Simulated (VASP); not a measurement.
TeW, 2 atoms in the cell. Symmetry: F-43m, No. 216, cubic system. Conventional cell: a = 5.883 Å, b = 5.883 Å, c = 5.883 Å, α = 90.00°, β = 90.00°, γ = 90.00°. Within 3.4 Å of W (site symmetry -43m) lie 4 Te at 2.55 Å. Te (site symmetry -43m) has 4 W at 2.55 Å within 3.4 Å. 

| Item | Value |
| --- | --- |
| Program | VASP 6.6.1 |
| Task | single point |
| Functional | PBEsol |
| Potentials or basis | VASP PAW PBE potentials, release 64 (W_sv, Te) |
| Cutoff | 520 eV |
| k mesh | 12 × 12 × 12 |
| Occupations | gaussian, width 0.1 eV |
| Spin | collinear spin |
| Starting moments | [1.0, 0.0] μB |
| Dipole correction | no |
| Further INCAR settings | ALGO = Normal; EDIFF = 1e-07; NBANDS = 21 |

Potentials or basis: VASP PAW PBE potentials, release 64 (W_sv, Te).

The run is started by

```sh
$ cat potpaw_PBE.64/W_sv/POTCAR potpaw_PBE.64/Te/POTCAR > POTCAR
$ mpirun -np 1 vasp_std > vasp.out
```

Hardware: 1 thread of Intel(R) Xeon(R) Platinum 8259CL CPU @ 2.50GHz (Skylake/Cascade Lake) (shared host).

Problem. Estimate the wall time of this run.

Solution. Wall time 2.3 min on 1 thread of Intel(R) Xeon(R) Platinum 8259CL CPU @ 2.50GHz (Skylake/Cascade Lake), on a shared host, peak memory 0.28 GiB. Counts: scf iterations 15, k points 72.
